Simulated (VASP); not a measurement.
# BN (R3m) in VASP: further runs, part 3 of 3

VASP 6.6.1. The steps go on from the part before.

## Step 5: Single point, r2SCAN+D4

This run uses another cell than the first one, of 9.69 Å³/atom.

The input, POSCAR:

```
BN
1.0
    1.2756600336      0.7365020281      3.4390867556
   -1.2756600336      0.7365020281      3.4390867556
    0.0000000000     -1.4730050758      3.4390867556
B N
1 1
Direct
    0.9996710000      0.9996710000      0.9996710000
    0.3327620000      0.3327620000      0.3327620000
```

The input, INCAR.step1:

```
PREC = Accurate
ENCUT = 520
ISMEAR = 0
SIGMA = 0.01
LREAL = False
LASPH = True
NELM = 100
NBANDS = 11
GGA = PE
ALGO = Normal
EDIFF = 1E-4
LWAVE = True
LCHARG = False
```

The input, INCAR.step2:

```
PREC = Accurate
ENCUT = 520
EDIFF = 1E-6
ISMEAR = 0
SIGMA = 0.01
LREAL = False
LASPH = True
NELM = 100
ALGO = Normal
ISIF = 2
LWAVE = False
LCHARG = False
METAGGA = R2SCAN
LMIXTAU = True
IVDW = 13
VDW_S6 = 1.0
VDW_S8 = 0.6018749
VDW_A1 = 0.51559235
VDW_A2 = 5.77342911
NBANDS = 11
ISTART = 1
```

The input, KPOINTS:

```
Automatic mesh
0
Gamma
  10 10 10
```

Potentials or basis: VASP PAW PBE potentials, release 64 (B, N).

Run with:

```console
$ cat potpaw_PBE.64/B/POTCAR potpaw_PBE.64/N/POTCAR > POTCAR
$ cp INCAR.step1 INCAR
$ mpirun -np 1 vasp_std > vasp.out
$ cp INCAR.step2 INCAR
$ mpirun -np 1 vasp_std > vasp.out
```

OUTCAR:

```text
PREC = Accurate
   ENCUT = 520
   EDIFF = 1E-6
   ISMEAR = 0
   LREAL = False
   LASPH = True
   NELM = 100
   ISIF = 2
   METAGGA = R2SCAN
   IVDW = 13
   ISTART = 1

 ion  position               nearest neighbor table
   1  1.000  1.000  1.000-   2 1.47   2 1.47   2 1.47
   2  0.333  0.333  0.333-   1 1.47   1 1.47   1 1.47

  LATTYP: Found a trigonal (rhomboedric) cell.
 ALAT       =     3.7412646887
 COS(alpha) =     0.7674785490

  Lattice vectors:

 A1 = (   1.2756600336,   0.7365020281,   3.4390867556)
 A2 = (  -1.2756600336,   0.7365020281,   3.4390867556)
 A3 = (   0.0000000000,  -1.4730050758,   3.4390867556)

Analysis of symmetry for initial positions (statically):
=====================================================================
 Subroutine PRICEL returns:
 Original cell was already a primitive cell.

 Routine SETGRP: Setting up the symmetry group for a
 trigonal (rhombohedral) supercell.

 Subroutine GETGRP returns: Found  6 space group operations
 (whereof  6 operations were pure point group operations)
 out of a pool of 12 trial point group operations.

The static configuration has the point symmetry C_3v.

Analysis of symmetry for dynamics (positions and initial velocities):
=====================================================================
 Subroutine PRICEL returns:
 Original cell was already a primitive cell.

 Routine SETGRP: Setting up the symmetry group for a
 trigonal (rhombohedral) supercell.

 Subroutine GETGRP returns: Found  6 space group operations
 (whereof  6 operations were pure point group operations)
 out of a pool of 12 trial point group operations.

The dynamic configuration has the point symmetry C_3v.

 Subroutine INISYM returns: Found  6 space group operations
 (whereof  6 operations are pure point group operations),
 and found     1 'primitive' translations
[... 118 lines left out ...]
  Thomas-Fermi vector in A             =   2.354086
   LORBIT       =      0    0 simple, 1 ext, 2 COOP (PROOUT), +10 PAW based schemes
   METAGGA = R2SCAN    functional components
   LHFCALC =     F    Hartree Fock is set to
   AEXX    =    0.0000 exact exchange contribution
   IVDW    =    13    specifies the selected vdW correction
   LEPSILON=     F    determine dielectric tensor
   LRPA    =     F    only Hartree local field effects (RPA)
 non-spin polarized calculation
 Gauss-broadening in eV      SIGMA  =   0.01
  energy-cutoff  :      520.00
  volume of cell :       19.39
 maximum number of plane-waves:       535
   NGX = 13   NGY = 13   NGZ = 13

 number of electron       8.0000000 magnetization

 Free energy of the ion-electron system (eV)
  ---------------------------------------------------
  ext. energy  EPLUGINS =         0.00000000
  ---------------------------------------------------
  free energy    TOTEN  =       -19.25379028 eV

  energy without entropy =      -19.25379028  energy(sigma->0) =      -19.25379028

 E-fermi :   1.5680     XC(G=0): -10.3806

 val. band max:        1.5157333770   @ k =  -0.3000   0.3000   0.0000
 cond. band min:       6.2399622500   @ k =   0.5000   0.5000   0.0000
 fundamental gap:      4.7242288731
 Fermi energy:         1.5679839896

 k-point     1 :       0.0000    0.0000    0.0000
  band No.  band energies     occupation
      1     -16.9199      2.00000
      2      -2.5809      2.00000
      3       0.1128      2.00000
      4       0.1128      2.00000
      5       6.8932      0.00000
      6      13.4309      0.00000
      7      13.4309      0.00000
      8      15.1671      0.00000
      9      16.0287      0.00000
     10      27.9226      0.00000
     11      29.8257      0.00000
[... 309 lines left out ...]
 k-point    24 :       0.4000    0.3000   -0.0000
  band No.  band energies     occupation
      1     -14.6184      2.00000
      2      -5.7587      2.00000
      3      -2.7734      2.00000
      4      -0.5405      2.00000
      5       8.2869      0.00000
      6      12.0429      0.00000
      7      14.2142      0.00000
      8      19.0107      0.00000
      9      20.0309      0.00000
     10      22.4696      0.00000
     11      26.4300      0.00000

 [... further k-points ...]

------------------------ aborting loop because EDIFF is reached ----------------------------------------

  DFT-D4 for vdW energy calculation

  Edisp (eV):   -0.12927

  FORCE on cell =-STRESS in cart. coord.  units (eV):
  Direction    XX          YY          ZZ          XY          YZ          ZX
  --------------------------------------------------------------------------------------
  -------------------------------------------------------------------------------------
  Total      -2.41431    -2.41431    -0.15674     0.00000     0.00000     0.00000
  in kB    -199.52656  -199.52640   -12.95384     0.00000     0.00000     0.00000
  external pressure =     -137.34 kB  Pullay stress =        0.00 kB

 VOLUME and BASIS-vectors are now :
 -----------------------------------------------------------------------------
  energy-cutoff  :      520.00
  volume of cell :       19.39
      direct lattice vectors                 reciprocal lattice vectors
     1.275660034  0.736502028  3.439086756     0.391953959  0.226294814  0.096924979
    -1.275660034  0.736502028  3.439086756    -0.391953959  0.226294814  0.096924979
     0.000000000 -1.473005076  3.439086756     0.000000000 -0.452589629  0.096924912

 POSITION                                       TOTAL-FORCE (eV/Angst)
 -----------------------------------------------------------------------------------
      0.00000     -0.00000     10.31387         0.000000      0.000000     -0.011463
      0.00000     -0.00000      3.43319         0.000000     -0.000000      0.011463
 -----------------------------------------------------------------------------------
    total drift:                                0.000000      0.000022      0.000357

  FREE ENERGIE OF THE ION-ELECTRON SYSTEM (eV)
  ---------------------------------------------------
  free  energy   TOTEN  =       -19.3830647967 eV

  energy  without entropy=      -19.3830647967  energy(sigma->0) =      -19.38306480
```

OSZICAR.step1:

```text
N       E                     dE             d eps       ncg     rms          rms(c)
DAV:   1     0.137660326530E+02    0.13766E+02   -0.44810E+03  2576   0.677E+02
DAV:   2    -0.183690418825E+02   -0.32135E+02   -0.30731E+02  3067   0.158E+02
DAV:   3    -0.191785196566E+02   -0.80948E+00   -0.80827E+00  3130   0.233E+01
DAV:   4    -0.191812008456E+02   -0.26812E-02   -0.26811E-02  2803   0.149E+00
DAV:   5    -0.191812130273E+02   -0.12182E-04   -0.12182E-04  3130   0.891E-02    0.763E+00
DAV:   6    -0.177176854231E+02    0.14635E+01   -0.52558E+00  2899   0.125E+01    0.345E+00
DAV:   7    -0.175954758021E+02    0.12221E+00   -0.19533E-01  2996   0.344E+00    0.214E+00
DAV:   8    -0.175599359926E+02    0.35540E-01   -0.10916E-01  3102   0.200E+00    0.232E-01
DAV:   9    -0.175601998961E+02   -0.26390E-03   -0.29188E-03  2795   0.419E-01    0.131E-01
DAV:  10    -0.175606227113E+02   -0.42282E-03   -0.55936E-04  2864   0.171E-01    0.235E-02
DAV:  11    -0.175606496509E+02   -0.26940E-04   -0.56012E-05  2990   0.500E-02
   1 F= -.17560650E+02 E0= -.17560650E+02  d E =-.443368E-17
```

Run time: 3.1 min. Hardware: 1 thread of Intel Xeon 8259CL, shared host; peak memory 0.17 GiB.

Results:

```
Free energy                : -19.3831 eV
Pressure                   : -13.7 GPa
Largest force              : 0.011 eV/Å
Band gap on the k mesh     : 4.72 eV (least direct gap 5.43 eV)
Dispersion energy per atom : -0.065 eV
```

Forces in eV/Å, atoms in the order of the input:
```
B    0.000  0.000 -0.011
N    0.000  0.000  0.011
```

Caveat: the cell stands under tension; the PAW data sets were made with another functional, which shifts forces and pressure a little.

## Step 6: Overview

```tsv
cell	gap on the mesh (eV)	pressure (GPa)	largest force (eV/Å)
a = 3.645 Å, angles 39.9°, 2 atoms	4.82	4.2	0.01
a = 3.694 Å, angles 39.9°, 2 atoms	4.77	-5.6	0.01
a = 3.718 Å, angles 39.9°, 2 atoms	4.75	-9.8	0.01
a = 3.741 Å, angles 39.9°, 2 atoms	4.72	-13.7	0.01
```

Alike in all rows: task single point; level r2SCAN+D4; potentials or basis VASP PAW PBE potentials, release 64 (B, N); no spin polarisation; k mesh 10 × 10 × 10; cutoff (eV) 520; smearing gaussian 0.01 eV.

Caveats: the PAW data sets were made with another functional, which shifts forces and pressure a little; the cell stands under tension (at least some runs); the cell stands under pressure (at least some runs).

Total energies depend on the potentials used, so only differences within one code and one set of settings carry meaning.
